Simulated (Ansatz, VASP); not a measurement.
Te3O in VASP and in Ansatz

INCAR

```
SYSTEM = Te3O
PREC = Accurate
ENCUT = 600
EDIFF = 1E-6
ISMEAR = 0
SIGMA = 0.2
LREAL = .False.
LASPH = .True.
NELM = 60
ALGO = Normal
ISIF = 3
LWAVE = .False.
LCHARG = .False.
GGA = PE
IBRION = 2
NSW = 36
EDIFFG = -0.08
```

The input KPOINTS:

```
regular mesh
0
Gamma
  3 3 3
  0 0 0
```

POSCAR

```
Te3O
1.0
    0.0000000000      5.0865567900      5.0865567900
    5.0865567900      0.0000000000      5.0865567900
    5.0865567900      5.0865567900      0.0000000000
Te O
6 2
Direct
    0.2838331800      0.7161668200      0.7161668200
    0.7161668200      0.2838331800      0.2838331800
    0.7161668200      0.2838331800      0.7161668200
    0.2838331800      0.7161668200      0.2838331800
    0.7161668200      0.7161668200      0.2838331800
    0.2838331800      0.2838331800      0.7161668200
    0.5000000000      0.5000000000      0.5000000000
    0.0000000000      0.0000000000      0.0000000000
```

Input for Ansatz:

```yaml
crystal:
  lattice:
    - [0.0, 5.08655679, 5.08655679]
    - [5.08655679, 0.0, 5.08655679]
    - [5.08655679, 5.08655679, 0.0]
  atoms:
    - { symbol: Te, position: [0.28383318, 0.71616682, 0.71616682] }
    - { symbol: Te, position: [0.71616682, 0.28383318, 0.28383318] }
    - { symbol: Te, position: [0.71616682, 0.28383318, 0.71616682] }
    - { symbol: Te, position: [0.28383318, 0.71616682, 0.28383318] }
    - { symbol: Te, position: [0.71616682, 0.71616682, 0.28383318] }
    - { symbol: Te, position: [0.28383318, 0.28383318, 0.71616682] }
    - { symbol: O, position: [0.5, 0.5, 0.5] }
    - { symbol: O, position: [0.0, 0.0, 0.0] }
basis:
  ecutwfc: 420
kpoints:
  mp_grid: { grid: [3, 3, 3] }
hamiltonian:
  xc: pbe
scf:
  occupations: { method: gaussian, width: 0.2 }
  lower_state_search: "off"
output:
  forces: true
  stress: true
  eigenvalues: true
relax:
  adjacent_minimum: "off"
  f_tol: 0.08
  max_steps: 16
  cell: { stress_tol: 0.8 }
```

Alike in both runs: task relaxation of cell and atoms; functional PBE; k mesh 3 × 3 × 3; occupations gaussian, width 0.2 eV; no spin polarisation.

|  | VASP | Ansatz |
| --- | --- | --- |
| version | VASP 6.6.1 | Ansatz 0.2.0 |
| potentials or method | VASP PAW PBE potentials, release 64 (Te, O), cutoff 600 eV | scalar-relativistic, plane waves, PAW |
| valence electrons in the cell | 48 | 108 |

Ansatz gave:

* gap on the k mesh at the Fermi level, each at its own relaxed structure (eV): none
* relaxed volume (Å³/atom): 28.43
* relaxed cell length with the largest relative difference (Å): 6.852

Which values does VASP return?

gap on the k mesh at the Fermi level, each at its own relaxed structure (eV): none; relaxed volume (Å³/atom): 28.23; relaxed cell length with the largest relative difference (Å): 6.836.

A gap of «none» marks a metal or a gap that the smearing closes. VASP's potentials hold 48 valence electrons a cell and Ansatz's 108, so a difference there can come from the potentials and not from the codes.

Spin-orbit coupling is off throughout.
